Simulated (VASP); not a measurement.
## Mn3Si: single point with r2SCAN

The system is Mn3Si.

```
CELL_PARAMETERS angstrom
0.00000 2.89687 2.89687
2.89687 0.00000 2.89687
2.89687 2.89687 0.00000
ATOMIC_POSITIONS crystal
Mn 0.50000 0.50000 0.50000
Mn 0.25000 0.25000 0.25000
Mn 0.75000 0.75000 0.75000
Si 0.00000 0.00000 0.00000
```

```json
{
  "Program": "VASP 6.6.1",
  "Task": "single point",
  "Functional": "r2SCAN",
  "Potentials or basis": "VASP PAW PBE potentials, release 64 (Mn_pv, Si)",
  "Cutoff": "520 eV",
  "k mesh": "10 × 10 × 10",
  "Occupations": "methfessel-paxton, width 0.02 eV",
  "Spin": "collinear spin, ferromagnetic start",
  "Starting moments": "[2.8, 2.8, 2.8, 0.0] μB",
  "Dipole correction": "no",
  "Further INCAR settings": "ALGO = Normal; EDIFF = 1e-06; NBANDS = 34"
}
```

```yaml
Pressure: -23.7 GPa
Net_moment: 2.89 μB per cell
Site_moments: Mn +2.23, +0.34 (each value once); Si -0.01 μB
Valence_electrons_inside_the_program's_atomic_spheres: Mn 11.76, 11.85 (each value once); Si 1.58
```

Levels at points of the mesh, in eV from the Fermi level:
Spin up:
| k point | band 19 | band 20 | band 21 | band 22 | band 23 | band 24 | band 25 | band 26 | band 27 | band 28 |
| --- | --- | --- | --- | --- | --- | --- | --- | --- | --- | --- |
| (0.00, 0.00, 0.00) | -0.32 | -0.32 | 0.18 | 0.18 | 0.18 | 1.16 | 1.16 | 3.78 | 4.57 | 4.57 |
| (0.50, 0.00, 0.00) | -0.88 | -0.79 | -0.79 | -0.63 | -0.63 | 0.52 | 0.52 | 0.56 | 4.23 | 4.23 |
| (0.50, 0.50, 0.00) | -1.57 | -1.32 | -0.59 | -0.59 | 0.14 | 0.26 | 0.53 | 0.53 | 1.12 | 1.55 |
Spin down:
| k point | band 17 | band 18 | band 19 | band 20 | band 21 | band 22 | band 23 | band 24 |
| --- | --- | --- | --- | --- | --- | --- | --- | --- |
| (0.00, 0.00, 0.00) | -1.09 | -1.09 | 0.79 | 0.79 | 0.79 | 1.56 | 1.56 | 2.77 |
| (0.50, 0.00, 0.00) | -1.37 | -1.37 | -0.51 | -0.38 | -0.38 | 1.44 | 1.44 | 1.85 |
| (0.50, 0.50, 0.00) | -1.36 | -1.33 | -0.19 | -0.19 | 0.71 | 1.38 | 1.42 | 1.51 |

It took 10 min on 1 thread of Intel(R) Xeon(R) Platinum 8488C (Sapphire Rapids), with other jobs on the host, peak memory 0.27 GiB.

Caveat: the cell stands under tension; the PAW data sets were made with another functional, which shifts forces and pressure a little.
